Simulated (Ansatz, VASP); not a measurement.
**CdSe in VASP and in Ansatz**

The input INCAR:

```
ALGO = Normal
EDIFF = 1E-7
ENCUT = 520
GGA = PE
ISIF = 2
ISMEAR = -1
LASPH = True
LCHARG = False
LREAL = False
LWAVE = False
NBANDS = 16
NELM = 100
PREC = Accurate
SIGMA = 0.03
```

File KPOINTS:

```
k-points
0
Gamma
  8 8 8
```

POSCAR

```
CdSe
1.0
    0.0000000000      3.0702711986      3.1009739106
    3.0702711986      0.0000000000      3.1009739106
    3.0702711986      3.0702711986      0.0000000000
Cd Se
1 1
Direct
    0.0000000000      0.0000000000      0.0000000000
    0.2500000000      0.2500000000      0.2500000000
```

Input for Ansatz:

```yaml
crystal:
  lattice:
    - [0.0, 3.0702711986, 3.1009739106]
    - [3.0702711986, 0.0, 3.1009739106]
    - [3.0702711986, 3.0702711986, 0.0]
  atoms:
    - { symbol: Cd, position: [0.0, 0.0, 0.0] }
    - { symbol: Se, position: [0.25, 0.25, 0.25] }
kpoints:
  mp_grid: { grid: [8, 8, 8] }
  band_path:
    path:
      - [0.0, 0.0, 0.0]
      - [0.5, 0.0, 0.5]
      - [0.75, 0.25, 0.5]
      - [0.5, 0.5, 0.5]
      - [0.0, 0.0, 0.0]
      - [0.5, 0.5, 0.0]
      - [0.6274629938, 0.6274629938, 0.2549259876]
      - [0.3725370062, 0.3725370062, 0.7450740124]
      - [0.0, 0.0, 0.0]
    npoints: 5
scf:
  occupations: { method: fermi_dirac, width: 0.03 }
hamiltonian:
  xc: pbe
  pseudopotentials: { kind: all_electron, lapw: { basis_error: 0.001 } }
output:
  forces: true
  stress: true
  eigenvalues: true
```

Change from the starting cell: zz strain of +1 %.

Alike in both runs: task single point; functional PBE; k mesh 8 × 8 × 8; occupations fermi-dirac, width 0.03 eV; no spin polarisation.

```csv
,VASP,Ansatz
version,VASP 6.6.1,Ansatz 0.2.0
potentials or method,"VASP PAW PBE potentials, release 64 (Cd, Se), cutoff 520 eV","all-electron LAPW, scalar-relativistic"
```

```tsv
	VASP	Ansatz	Ansatz less VASP
pressure (GPa)	1.1	0.8	-0.25
traceless stress, the component that is largest in VASP (GPa)	-0.11	-0.11	-0.001
```

Ansatz ran all-electron here, and VASP with PAW potentials.
